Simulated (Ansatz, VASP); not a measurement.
# Pd: VASP beside Ansatz

```
CELL_PARAMETERS angstrom
0.00000 2.01104 2.01104
2.01104 0.00000 2.01104
2.01104 2.01104 0.00000
ATOMIC_POSITIONS crystal
Pd 0.00000 0.00000 0.00000
```

Change from the starting cell: volume scaled by 1.06.

Alike in both runs: task single point; functional PBE; k mesh 19 × 19 × 19; occupations fermi-dirac, width 0.08 eV; no spin polarisation.

```csv
,VASP,Ansatz
version,VASP 6.6.1,Ansatz 0.2.0
potentials or method,"VASP PAW PBE potentials, release 64 (Pd), cutoff 520 eV","all-electron LAPW, scalar-relativistic"
```

```csv
,VASP,Ansatz,Ansatz less VASP
pressure (GPa),-8.4,-8.3,+0.11
```

Ansatz ran all-electron here, and VASP with PAW potentials.
